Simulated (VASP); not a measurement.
Wanted: the native input for a VASP 6.6.1 run.

- Task: single point
- Functional: PBE
- Potentials or basis: VASP PAW PBE potentials, release 64 (B, N)
- Cutoff: 520 eV
- k mesh: 11 × 11 × 4
- Occupations: fermi-dirac, width 0.02 eV
- Spin: no spin polarisation
- Dipole correction: no
- Further INCAR settings: ALGO = Normal; EDIFF = 1e-06; NBANDS = 16

The structure of BN lies in POSCAR:

```
BN
1.0
    2.5039917043      0.0000000000      0.0000000000
   -1.2519958522      2.1685204268      0.0000000000
    0.0000000000      0.0000000000      6.5945880000
B N
2 2
Direct
    0.3333333333      0.6666666667      0.2500000000
    0.6666666667      0.3333333333      0.7500000000
    0.3333333333      0.6666666667      0.7500000000
    0.6666666667      0.3333333333      0.2500000000
```

This cell differs from its parent crystal: zz strain of -1 %.

One way to write it, as run:

INCAR

```
  PREC = Accurate
  ENCUT = 520
  EDIFF = 1E-6
  ISMEAR = -1
  SIGMA = 0.02
  LREAL = False
  LASPH = True
  NELM = 60
  ALGO = Normal
  ISIF = 2
  LWAVE = False
  LCHARG = False
  GGA = PE
  NBANDS = 16
```

KPOINTS

```
Automatic mesh
0
Gamma
  11 11 4
```

Potentials or basis: VASP PAW PBE potentials, release 64 (B, N).

Command:

```sh
$ cat potpaw_PBE.64/B/POTCAR potpaw_PBE.64/N/POTCAR > POTCAR
$ mpirun -np 1 vasp_std > vasp.out
```

Results of the run:

```
Pressure               : 3.5 GPa
Band gap on the k mesh : 4.32 eV, indirect (least direct gap 4.67 eV)
```

Caveat: the cell differs from its parent crystal (zz strain of -1 %); this functional lacks dispersion, which binds the layers, so the pressure and a relaxed spacing across them are unreliable.

Wall time 29 s on 1 thread of Intel Xeon 8259CL (shared host), peak memory 0.16 GiB.
